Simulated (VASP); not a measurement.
**AlFe3C: single point with LDA**

AlFe3C:

```xyz
5
Lattice="3.8762 0.0000 0.0000 0.0000 3.8762 0.0000 0.0000 0.0000 3.8762" Properties=species:S:1:pos:R:3 pbc="T T T"
Al    0.0000    0.0000    0.0000
Fe    0.0000    1.9381    1.9381
Fe    1.9381    1.9381    0.0000
Fe    1.9381    0.0000    1.9381
C     1.9381    1.9381    1.9381
```

* Program: VASP 6.6.1
* Task: single point
* Functional: LDA
* Potentials or basis: VASP PAW LDA potentials, release 64 (Al, Fe, C)
* Cutoff: 520 eV
* k mesh: 6 × 6 × 6
* Occupations: fermi-dirac, width 0.1 eV
* Spin: collinear spin, ferromagnetic start
* Starting moments: [0.0, 4.5, 4.5, 4.5, 0.0] μB

The pressure is -29.7 GPa and the band gap on the k mesh is zero (filled and empty bands overlap). The net moment is 2.99 μB per cell, the site moments are Al -0.04; Fe +1.06; C -0.08 μB and the valence electrons inside the program's atomic spheres are Al 0.73; Fe 7.36; C 2.40.

Levels at points of the mesh, in eV from the Fermi level:
Spin up:
```csv
k point,band 13,band 14,band 15,band 16,band 17,band 18,band 19,band 20,band 21,band 22
"(0.00, 0.00, 0.00)",-1.22,-0.94,-0.94,-0.08,-0.08,-0.08,-0.07,3.17,3.30,3.30
"(0.50, 0.00, 0.00)",-1.15,-1.15,-0.99,-0.68,-0.08,0.76,0.76,3.02,3.59,4.33
"(0.50, 0.50, 0.00)",-1.19,-1.12,-0.95,-0.82,-0.53,0.39,0.39,1.91,4.87,5.31
"(0.50, 0.50, 0.50)",-1.83,-1.83,-0.91,-0.91,-0.17,-0.17,-0.17,1.99,1.99,1.99
```
Spin down:
```tsv
k point	band 11	band 12	band 13	band 14	band 15	band 16	band 17	band 18
(0.00, 0.00, 0.00)	-0.16	-0.16	-0.13	-0.13	-0.13	0.93	0.93	0.93
(0.50, 0.00, 0.00)	-0.61	-0.48	-0.22	-0.15	-0.15	0.31	0.93	1.42
(0.50, 0.50, 0.00)	-0.89	-0.89	-0.60	-0.14	-0.01	0.36	0.44	1.33
(0.50, 0.50, 0.50)	-1.31	-0.92	-0.92	-0.92	0.25	0.25	0.86	0.86
```

Run time: 40 s on 1 thread of Intel(R) Xeon(R) Platinum 8488C (Sapphire Rapids) (shared host), peak memory 0.18 GiB.

Caveat: the cell stands under tension.
